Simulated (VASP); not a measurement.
The system is Be.

```
CELL_PARAMETERS angstrom
2.26270 0.00000 0.00000
-1.13135 1.95955 0.00000
0.00000 0.00000 3.56674
ATOMIC_POSITIONS crystal
Be 0.33333 0.66667 0.25000
Be 0.66667 0.33333 0.75000
```

| Property | Result |
| --- | --- |
| Program | VASP 6.6.1 |
| Task | relaxation of cell and atoms |
| Functional | LDA |
| Potentials or basis | VASP PAW LDA potentials, release 64 (Be) |
| Cutoff | 600 eV |
| k mesh | 21 × 21 × 12 |
| Occupations | gaussian, width 0.1 eV |
| Spin | no spin polarisation |

At the start: pressure -5.3 GPa; volume 7.91 Å³/atom.

Question: How do energy, volume and symmetry change on relaxing?

Answer: Over 7 steps the energy falls by 5.7 meV/atom and the volume is 7.57 Å³/atom (-4.2 %); space group P6_3/mmc (No. 194, to 0.1 Å) before and after.

Step by step:
| step | energy change (eV) | largest force (eV/Å) | pressure (GPa) | volume (Å³) |
| --- | --- | --- | --- | --- |
| 1 | 0.0000 | 0.0000 | -5.26 | 15.81 |
| 2 | -0.0111 | 0.0000 | -0.68 | 15.23 |
| 3 | -0.0113 | 0.0000 | -0.01 | 15.15 |
| 4 | -0.0113 | 0.0000 | 0.10 | 15.14 |
| 5 | -0.0113 | 0.0000 | 0.10 | 15.13 |
| 6 | -0.0113 | 0.0000 | 0.11 | 15.13 |
| 7 | -0.0113 | 0.0000 | 0.01 | 15.14 |

Final structure:
```
Be
1.0
     2.22887    0.00000    0.00000
    -1.11443    1.93026    0.00000
     0.00000    0.00000    3.52015
Be
2
Direct
  0.33333 0.66667 0.25000
  0.66667 0.33333 0.75000
```
